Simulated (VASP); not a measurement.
# ZrB3As4 (Im-3m) in VASP: a series of runs

The runs below take ZrB3As4 through single point, relaxation of cell and atoms, with PBE.

Program: VASP 6.6.1. These are calculated values, not measurements. Logs are shortened: lines on timing, memory, paths and dates and some standing lists are left out, and cuts for length are marked.

## Step 1: The cell of the first run

It takes space group Im-3m (No. 229, cubic). Conventional cell: a = 6.225 Å, b = 6.225 Å, c = 6.225 Å, α = 90.00°, β = 90.00°, γ = 90.00°. Within 3.6 Å of Zr (site symmetry m-3m) lie 8 As at 2.70 Å and 6 B at 3.11 Å. B (site symmetry 4/mmm) has 8 As at 2.70 Å and 2 Zr at 3.11 Å and 4 B at 3.11 Å within 3.6 Å. As (site symmetry -3m) has 2 Zr at 2.70 Å and 6 B at 2.70 Å and 6 As at 3.11 Å within 3.6 Å.

## Step 2: Single point, PBE

Contents of INCAR:

```
SYSTEM = ZrB3As4
ALGO = Normal
EDIFF = 1E-7
ENCUT = 520
GGA = PE
ISIF = 2
ISMEAR = 0
LASPH = .TRUE.
LCHARG = .TRUE.
LELF = .TRUE.
LREAL = .FALSE.
LVHAR = .TRUE.
LWAVE = .FALSE.
NBANDS = 30
NELM = 100
PREC = Accurate
SIGMA = 0.1
```

Contents of KPOINTS:

```
k-points
0
G
  8 8 8
  0 0 0
```

Contents of POSCAR:

```
ZrB3As4
1.0
   -3.1123118630      3.1123118630      3.1123118630
    3.1123118630     -3.1123118630      3.1123118630
    3.1123118630      3.1123118630     -3.1123118630
Zr B As
1 3 4
Direct
    0.0000000000      0.0000000000      0.0000000000
    0.0000000000      0.5000000000      0.5000000000
    0.5000000000      0.0000000000      0.5000000000
    0.5000000000      0.5000000000      0.0000000000
    0.5000000000      0.5000000000      0.5000000000
    0.0000000000      0.0000000000      0.5000000000
    0.0000000000      0.5000000000      0.0000000000
    0.5000000000      0.0000000000      0.0000000000
```

Potentials or basis: VASP PAW PBE potentials, release 64 (Zr_sv, B, As).

Command:

```bash
$ cat potpaw_PBE.64/Zr_sv/POTCAR potpaw_PBE.64/B/POTCAR potpaw_PBE.64/As/POTCAR > POTCAR
$ mpirun -np 1 vasp_std > vasp.out
```

OUTCAR:

```text
SYSTEM = ZrB3As4
   EDIFF = 1E-7
   ENCUT = 520
   GGA = PE
   ISIF = 2
   ISMEAR = 0
   LASPH = .TRUE.
   LREAL = .FALSE.
   NELM = 100
   PREC = Accurate

 ion  position               nearest neighbor table
   1  0.000  0.000  0.000-   5 2.70   6 2.70   7 2.70   8 2.70   6 2.70   7 2.70   8 2.70   5 2.70

   2  0.000  0.500  0.500-
   3  0.500  0.000  0.500-
   4  0.500  0.500  0.000-
   5  0.500  0.500  0.500-   1 2.70   1 2.70
   6  0.000  0.000  0.500-   1 2.70   1 2.70
   7  0.000  0.500  0.000-   1 2.70   1 2.70
   8  0.500  0.000  0.000-   1 2.70   1 2.70

  LATTYP: Found a body centered cubic cell.
 ALAT       =     6.2246237260

  Lattice vectors:

 A1 = (  -3.1123118630,   3.1123118630,   3.1123118630)
 A2 = (   3.1123118630,  -3.1123118630,   3.1123118630)
 A3 = (   3.1123118630,   3.1123118630,  -3.1123118630)

Analysis of symmetry for initial positions (statically):
=====================================================================
 Subroutine PRICEL returns:
 Original cell was already a primitive cell.

 Routine SETGRP: Setting up the symmetry group for a
 body centered cubic supercell.

 Subroutine GETGRP returns: Found 48 space group operations
 (whereof 48 operations were pure point group operations)
 out of a pool of 48 trial point group operations.

The static configuration has the point symmetry O_h .

Analysis of symmetry for dynamics (positions and initial velocities):
=====================================================================
 Subroutine PRICEL returns:
 Original cell was already a primitive cell.

 Routine SETGRP: Setting up the symmetry group for a
 body centered cubic supercell.

 Subroutine GETGRP returns: Found 48 space group operations
 (whereof 48 operations were pure point group operations)
 out of a pool of 48 trial point group operations.

The dynamic configuration has the point symmetry O_h .

 Subroutine INISYM returns: Found 48 space group operations
 (whereof 48 operations are pure point group operations),
 and found     1 'primitive' translations

----------------------------------------------------------------------------------------

                                     Primitive cell

  volume of cell :     120.5895

[... 103 lines left out ...]
   NSW    =      0    number of steps for IOM
   IBRION =     -1    ionic relax: 0-MD 1-quasi-New 2-CG
   NFREE  =      0    steps in history (QN), initial steepest desc. (CG)
   ISIF   =      2    stress and relaxation
   ISYM   =      2    0-nonsym 1-usesym 2-fastsym
   POTIM  = 0.5000    time-step for ionic-motion
   TEBEG  =    0.0;   TEEND  =   0.0 temperature during run
   PSTRESS=    0.0 pullay stress
   NELECT =      41.0000    total number of electrons
   NUPDOWN=      -1.0000    fix difference up-down
   EMIN   =  10.00;   EMAX   =-10.00  energy-range for DOS
   EFERMI =   0.00;   METHOD = LEGACY
   ISMEAR =     0;   SIGMA  =   0.10  broadening in eV -4-tet -1-fermi 0-gaus
   EFERMI_NEDOS =   21; number of points for ismear=-14 and -15
   IALGO  =     38    algorithm
   IMIX   =      4    mixing-type and parameters
     AMIX     =   0.40;   BMIX     =  1.00
     AMIX_MAG =   1.60;   BMIX_MAG =  1.00
  volume/ion in A,a.u.               =      15.07       101.72
  Fermi-wavevector in a.u.,A,eV,Ry     =   1.142614  2.159228 17.763325  1.305568
  Thomas-Fermi vector in A             =   2.279312
   LORBIT       =      0    0 simple, 1 ext, 2 COOP (PROOUT), +10 PAW based schemes
   GGA     = PE    functional components
   LHFCALC =     F    Hartree Fock is set to
   AEXX    =    0.0000 exact exchange contribution
   IVDW    =     0    specifies the selected vdW correction
   LEPSILON=     F    determine dielectric tensor
   LRPA    =     F    only Hartree local field effects (RPA)
 non-spin polarized calculation
 Gauss-broadening in eV      SIGMA  =   0.10
  energy-cutoff  :      520.00
  volume of cell :      120.59
 maximum number of plane-waves:      3300
   NGX = 19   NGY = 19   NGZ = 19

 number of electron      40.9999995 magnetization

 Free energy of the ion-electron system (eV)
  ---------------------------------------------------
  ext. energy  EPLUGINS =         0.00000000
  ---------------------------------------------------
  free energy    TOTEN  =       -39.24165472 eV

  energy without entropy =      -39.22134081  energy(sigma->0) =      -39.23149777

 E-fermi :   7.3022     XC(G=0): -11.1563

 val. band max:        7.2826039081   @ k =  -0.3750   0.3750   0.3750
 cond. band min:       7.3111187411   @ k =  -0.3750   0.3750   0.1250
 fundamental gap:      0.0285148330
 Fermi energy:         7.3021610655

 k-point     1 :       0.0000    0.0000    0.0000
  band No.  band energies     occupation
      1     -42.0500      2.00000
      2     -20.2066      2.00000
      3     -20.2066      2.00000
      4     -20.2066      2.00000
      5      -7.1464      2.00000
      6      -3.1896      2.00000
[... 781 lines left out ...]
     29      10.7261      0.00000
     30      10.9909      0.00000

 [... further k-points ...]

------------------------ aborting loop because EDIFF is reached ----------------------------------------

  FORCE on cell =-STRESS in cart. coord.  units (eV):
  Direction    XX          YY          ZZ          XY          YZ          ZX
  --------------------------------------------------------------------------------------
  -------------------------------------------------------------------------------------
  Total        0.0835549      0.0835549      0.0835549     -0.0000000      0.0000000      0.0000000
  in kB        1.1101284      1.1101284      1.1101284     -0.0000000      0.0000000      0.0000000
  external PRESSURE =       1.1101284 kB  Pullay stress =       0.0000000 kB

 VOLUME and BASIS-vectors are now :
 -----------------------------------------------------------------------------
  energy-cutoff  :      520.00
  volume of cell :      120.59
      direct lattice vectors                 reciprocal lattice vectors
    -3.112311863  3.112311863  3.112311863     0.000000000  0.160652281  0.160652281
     3.112311863 -3.112311863  3.112311863     0.160652281  0.000000000  0.160652281
     3.112311863  3.112311863 -3.112311863     0.160652281  0.160652281  0.000000000

 POSITION                                       TOTAL-FORCE (eV/Angst)
 -----------------------------------------------------------------------------------
      0.00000      0.00000      0.00000        -0.000000     -0.000000     -0.000000
      3.11231      0.00000      0.00000        -0.000000      0.000000      0.000000
      0.00000      3.11231      0.00000         0.000000      0.000000      0.000000
      0.00000      0.00000      3.11231         0.000000     -0.000000     -0.000000
      1.55616      1.55616      1.55616        -0.000000     -0.000000      0.000000
      1.55616      1.55616     -1.55616         0.000000      0.000000     -0.000000
      1.55616     -1.55616      1.55616         0.000000      0.000000     -0.000000
     -1.55616      1.55616      1.55616         0.000000     -0.000000      0.000000
 -----------------------------------------------------------------------------------
    total drift:                                0.000000      0.000000      0.000000

  FREE ENERGIE OF THE ION-ELECTRON SYSTEM (eV)
  ---------------------------------------------------
  free  energy   TOTEN  =       -39.2416547219 eV

  energy  without entropy=      -39.2213408135  energy(sigma->0) =      -39.23149777
```

OSZICAR:

```text
N       E                     dE             d eps       ncg     rms          rms(c)
DAV:   1     0.201718733697E+03    0.20172E+03   -0.18431E+04  1740   0.123E+03
DAV:   2    -0.240643474395E+02   -0.22578E+03   -0.21840E+03  2072   0.249E+02
DAV:   3    -0.395027294689E+02   -0.15438E+02   -0.14937E+02  2708   0.545E+01
DAV:   4    -0.400576318338E+02   -0.55490E+00   -0.55330E+00  2508   0.886E+00
DAV:   5    -0.400673255878E+02   -0.96938E-02   -0.96896E-02  2488   0.116E+00    0.169E+01
DAV:   6    -0.393359189210E+02    0.73141E+00   -0.28801E+00  2254   0.749E+00    0.766E+00
DAV:   7    -0.392592568264E+02    0.76662E-01   -0.48485E-01  2432   0.273E+00    0.341E+00
DAV:   8    -0.392409696988E+02    0.18287E-01   -0.78236E-02  2332   0.145E+00    0.385E-01
DAV:   9    -0.392415665480E+02   -0.59685E-03   -0.65869E-03  2598   0.410E-01    0.157E-01
DAV:  10    -0.392416685745E+02   -0.10203E-03   -0.44313E-04  2188   0.136E-01    0.403E-02
DAV:  11    -0.392416566382E+02    0.11936E-04   -0.66590E-05  2298   0.424E-02    0.212E-02
DAV:  12    -0.392416560178E+02    0.62039E-06   -0.72268E-06  2252   0.174E-02    0.550E-03
DAV:  13    -0.392416547763E+02    0.12415E-05   -0.29300E-06  2484   0.610E-03    0.175E-03
DAV:  14    -0.392416547219E+02    0.54359E-07   -0.11325E-07  1410   0.194E-03
   1 F= -.39241655E+02 E0= -.39231498E+02  d E =-.203139E-01
```

It took 66 s on 1 thread of Intel Xeon 6975P-C (Granite Rapids), shared host; peak memory 0.29 GiB.

Results:

```
Free energy : -39.2417 eV
Pressure    : 0.1 GPa
```

Levels at points of the mesh, in eV from the Fermi level:
```csv
k point,band 17,band 18,band 19,band 20,band 21,band 22,band 23,band 24
"(0.00, 0.00, 0.00)",-3.07,-0.60,-0.60,-0.60,0.74,0.74,1.93,1.93
"(0.50, 0.00, 0.00)",-2.23,-1.23,-1.10,-0.96,0.13,0.42,0.44,0.72
"(0.50, 0.50, 0.50)",-1.08,-1.08,0.33,0.33,0.33,1.12,1.12,1.99
```

## Step 3: Relaxation of cell and atoms, PBE

This run uses another cell than the first one, of 14.93 Å³/atom, 0.990 times its volume.

Contents of INCAR:

```
SYSTEM = ZrB3As4
PREC = Accurate ; ENCUT = 600
EDIFF = 1E-6 ; ISMEAR = 0
SIGMA = 0.1 ; LREAL = .False.
LASPH = .True. ; NELM = 100
ALGO = Normal ; ISIF = 3
LWAVE = .False. ; LCHARG = .False.
GGA = PE ; IBRION = 2
NSW = 100 ; EDIFFG = -0.01
```

Contents of KPOINTS:

```
Automatic mesh
0
Gamma
  8 8 8
  0 0 0
```

Edit POSCAR of step 2 so:

```diff
@@ -2,5 +2,5 @@
 1.0
-   -3.1123118630      3.1123118630      3.1123118630
-    3.1123118630     -3.1123118630      3.1123118630
-    3.1123118630      3.1123118630     -3.1123118630
+   -3.1022171113      3.1022171113      3.1022171113
+    3.1022171113     -3.1022171113      3.1022171113
+    3.1022171113      3.1022171113     -3.1022171113
 Zr B As
```

Potentials or basis: VASP PAW PBE potentials, release 64 (Zr_sv, B, As).

Command:

```bash
$ cat potpaw_PBE.64/Zr_sv/POTCAR potpaw_PBE.64/B/POTCAR potpaw_PBE.64/As/POTCAR > POTCAR
$ mpirun -np 1 vasp_std > vasp.out
```

Wall time 2.5 min (1 thread of Intel Xeon 6975P-C (Granite Rapids), shared host); peak memory 0.4 GiB.

Results (log left out):

```yaml
Free_energy: -39.2424 eV
Relaxed_volume: 15.09 Å³/atom
Relaxed_cell: a = 5.393 Å, b = 5.393 Å, c = 5.393 Å, α = 109.47°, β = 109.47°, γ = 109.47°
Space_group_after_relaxing_to_0.05_Å: Im-3m (No. 229)
Energy_gained_by_relaxing: 0.6 meV/atom
Ionic_steps: 3
Pressure_after_relaxing: 0.0 GPa
```

Step by step:
```csv
step,energy change (eV),largest force (eV/Å),pressure (GPa),volume (Å³)
1,0.0000,0.0000,1.13,119.42
2,-0.0038,0.0000,-0.44,121.24
3,-0.0045,0.0000,0.00,120.72
```

Final structure:
```
Zr B As
1.0
    -3.11340    3.11340    3.11340
     3.11340   -3.11340    3.11340
     3.11340    3.11340   -3.11340
Zr B As
1 3 4
Cartesian
  0.0000 0.0000 0.0000
  3.1134 0.0000 0.0000
  0.0000 3.1134 0.0000
  0.0000 0.0000 3.1134
  1.5567 1.5567 1.5567
  1.5567 1.5567 -1.5567
  1.5567 -1.5567 1.5567
  -1.5567 1.5567 1.5567
```

Levels at points of the mesh, in eV from the Fermi level:
```tsv
k point	band 17	band 18	band 19	band 20	band 21	band 22	band 23	band 24
(0.00, 0.00, 0.00)	-3.07	-0.60	-0.60	-0.60	0.74	0.74	1.93	1.93
(0.50, 0.00, 0.00)	-2.23	-1.23	-1.10	-0.96	0.13	0.42	0.44	0.72
(0.50, 0.50, 0.50)	-1.07	-1.07	0.33	0.33	0.33	1.11	1.11	1.99
```

## Step 4: Single point, PBE

This run uses another cell than the first one, of 17.07 Å³/atom, 1.133 times its volume.

Contents of INCAR:

```
PREC     = Accurate       # precision mode
ENCUT    = 520            # plane-wave cutoff, eV
EDIFF    = 1E-7           # SCF threshold, eV
ISMEAR   = 0              # smearing method
SIGMA    = 0.1            # smearing width, eV
LREAL    = False          # projectors in reciprocal space
LASPH    = True           # aspherical terms in the spheres
NELM     = 100            # most SCF steps
ALGO     = Normal         # electronic algorithm
ISIF     = 2              # what is computed and relaxed
LWAVE    = False          # write WAVECAR
LCHARG   = True           # write CHGCAR
GGA      = PE             # functional
LELF     = True           # ELF
LVHAR    = True         
NBANDS   = 30             # bands
```

Contents of KPOINTS:

```
regular mesh
0
Gamma
  4 4 4
```

Edit POSCAR of step 3 so:

```diff
@@ -2,5 +2,5 @@
 1.0
-   -3.1022171113      3.1022171113      3.1022171113
-    3.1022171113     -3.1022171113      3.1022171113
-    3.1022171113      3.1022171113     -3.1022171113
+   -3.2442413300      3.2442413300      3.2442413300
+    3.2442413300     -3.2442413300      3.2442413300
+    3.2442413300      3.2442413300     -3.2442413300
 Zr B As
```

Command:

```bash
$ cat potpaw_PBE.64/Zr_sv/POTCAR potpaw_PBE.64/B/POTCAR potpaw_PBE.64/As/POTCAR > POTCAR
$ mpirun -np 1 vasp_std > vasp.out
```

Run time: 33 s. Hardware: 1 thread of Intel Xeon 6975P-C (Granite Rapids), shared host; peak memory 0.25 GiB.

It converged, with:

| Quantity | Value |
| --- | --- |
| Free energy | -38.7559 eV |
| Pressure | -10.5 GPa |

Levels at points of the mesh, in eV from the Fermi level:
```csv
k point,band 18,band 19,band 20,band 21,band 22,band 23
"(0.00, 0.00, 0.00)",-0.19,-0.19,-0.19,1.04,1.04,1.87
"(0.50, 0.00, 0.00)",-0.88,-0.67,-0.26,0.26,0.79,0.79
"(0.50, 0.50, 0.50)",-0.35,0.59,0.59,0.59,1.22,1.22
```

## Step 5: Single point, PBE

This run uses another cell than the first one, of 14.93 Å³/atom, 0.990 times its volume.

Contents of INCAR:

```
PREC = Accurate ; ENCUT = 520
EDIFF = 1E-7 ; ISMEAR = 0
SIGMA = 0.1 ; LREAL = F
LASPH = T ; NELM = 100
ALGO = Normal ; ISIF = 2
LWAVE = F ; LCHARG = F
GGA = PE ; NBANDS = 30
```

Contents of KPOINTS:

```
Automatic mesh
0
Gamma
  4 4 4
```

Edit POSCAR of step 4 so:

```diff
@@ -2,5 +2,5 @@
 1.0
-   -3.2442413300      3.2442413300      3.2442413300
-    3.2442413300     -3.2442413300      3.2442413300
-    3.2442413300      3.2442413300     -3.2442413300
+   -3.1022171113      3.1022171113      3.1022171113
+    3.1022171113     -3.1022171113      3.1022171113
+    3.1022171113      3.1022171113     -3.1022171113
 Zr B As
```

Command:

```bash
$ cat potpaw_PBE.64/Zr_sv/POTCAR potpaw_PBE.64/B/POTCAR potpaw_PBE.64/As/POTCAR > POTCAR
$ mpirun -np 1 vasp_std > vasp.out
```

Run time: 23 s. Hardware: 1 thread of Intel Xeon 6975P-C (Granite Rapids), shared host; peak memory 0.25 GiB.

Results (log left out):

```yaml
Free_energy: -39.3890 eV
Pressure: 0.1 GPa
```

Levels at points of the mesh, in eV from the Fermi level:
```
           k point  band 17  band 18  band 19  band 20  band 21  band 22  band 23  band 24
(0.00, 0.00, 0.00)    -2.62    -0.20    -0.20    -0.20     1.11     1.11     2.33     2.33
(0.50, 0.00, 0.00)    -1.85    -0.85    -0.69    -0.58     0.54     0.83     0.84     1.14
(0.50, 0.50, 0.50)    -0.69    -0.69     0.72     0.72     0.72     1.50     1.50     2.43
```

## Step 6: Relaxation of cell and atoms, PBE

This run uses another cell than the first one, of 17.07 Å³/atom, 1.133 times its volume.

Contents of INCAR:

```
SYSTEM = ZrB3As4
  PREC = Accurate
  ENCUT = 600
  EDIFF = 1E-6
  ISMEAR = 0
  SIGMA = 0.1
  LREAL = .False.
  LASPH = .True.
  NELM = 100
  ALGO = Normal
  ISIF = 3
  LWAVE = .False.
  LCHARG = .False.
  GGA = PE
  IBRION = 2
  NSW = 90
  EDIFFG = -0.04
```

Contents of KPOINTS:

```
Automatic mesh
0
Gamma
  4 4 4
  0 0 0
```

Edit POSCAR of step 5 so:

```diff
@@ -2,5 +2,5 @@
 1.0
-   -3.1022171113      3.1022171113      3.1022171113
-    3.1022171113     -3.1022171113      3.1022171113
-    3.1022171113      3.1022171113     -3.1022171113
+   -3.2442413300      3.2442413300      3.2442413300
+    3.2442413300     -3.2442413300      3.2442413300
+    3.2442413300      3.2442413300     -3.2442413300
 Zr B As
```

Potentials or basis: VASP PAW PBE potentials, release 64 (Zr_sv, B, As).

Command:

```bash
$ cat potpaw_PBE.64/Zr_sv/POTCAR potpaw_PBE.64/B/POTCAR potpaw_PBE.64/As/POTCAR > POTCAR
$ mpirun -np 1 vasp_std > vasp.out
```

Run time: 78 s. Hardware: 1 thread of Intel Xeon 6975P-C (Granite Rapids), shared host; peak memory 0.35 GiB.

It converged, with:

| Item | Value |
| --- | --- |
| Free energy | -39.3921 eV |
| Relaxed volume | 14.94 Å³/atom |
| Relaxed cell | a = 5.374 Å, b = 5.374 Å, c = 5.374 Å, α = 109.47°, β = 109.47°, γ = 109.47° |
| Space group after relaxing (to 0.05 Å) | Im-3m (No. 229) |
| Energy gained by relaxing | 79.5 meV/atom |
| Ionic steps | 3 |
| Pressure after relaxing | 0.0 GPa |

The path:
```csv
step,energy change (eV),largest force (eV/Å),pressure (GPa),volume (Å³)
1,0.0000,0.0000,-10.54,136.58
2,-0.5888,0.0000,3.91,115.56
3,-0.6358,0.0000,0.04,119.49
```

Final structure:
```cif
data_structure
_symmetry_space_group_name_H-M 'P 1'
_symmetry_Int_Tables_number 1
_cell_length_a 5.3743
_cell_length_b 5.3743
_cell_length_c 5.3743
_cell_angle_alpha 109.471
_cell_angle_beta 109.471
_cell_angle_gamma 109.471
_cell_volume 119.49
loop_
_atom_site_label
_atom_site_type_symbol
_atom_site_fract_x
_atom_site_fract_y
_atom_site_fract_z
_atom_site_occupancy
Zr1 Zr 0.00000 0.00000 0.00000 1
B1 B 0.00000 0.50000 0.50000 1
B2 B 0.50000 0.00000 0.50000 1
B3 B 0.50000 0.50000 0.00000 1
As1 As 0.50000 0.50000 0.50000 1
As2 As 0.00000 0.00000 0.50000 1
As3 As 0.00000 0.50000 0.00000 1
As4 As 0.50000 0.00000 0.00000 1
```

Levels at points of the mesh, in eV from the Fermi level:
```tsv
k point	band 18	band 19	band 20	band 21	band 22	band 23
(0.00, 0.00, 0.00)	-0.20	-0.20	-0.20	1.11	1.11	2.33
(0.50, 0.00, 0.00)	-0.85	-0.69	-0.58	0.54	0.83	0.84
(0.50, 0.50, 0.50)	-0.69	0.72	0.72	0.72	1.50	1.50
```

## Step 7: Overview

| task | cell | k mesh | cutoff (eV) | gap on the mesh (eV) | pressure (GPa) | relaxed volume (Å³/atom) |
| --- | --- | --- | --- | --- | --- | --- |
| single point | a = 5.391 Å, angles 109.5°, 8 atoms | 8 × 8 × 8 | 520 | none | 0.1 | - |
| relaxation of cell and atoms | relaxed from a = 5.373 Å, angles 109.5°, 8 atoms | 8 × 8 × 8 | 600 | none | 0.0 | 15.09 |
| single point | a = 5.619 Å, angles 109.5°, 8 atoms | 4 × 4 × 4 | 520 | none | -10.5 | - |
| single point | a = 5.373 Å, angles 109.5°, 8 atoms | 4 × 4 × 4 | 520 | none | 0.1 | - |
| relaxation of cell and atoms | relaxed from a = 5.619 Å, angles 109.5°, 8 atoms | 4 × 4 × 4 | 600 | none | 0.0 | 14.94 |

Alike in all rows: level PBE; potentials or basis VASP PAW PBE potentials, release 64 (Zr_sv, B, As); no spin polarisation; smearing gaussian 0.1 eV.

Absolute energies hang on the potentials; compare differences alone.
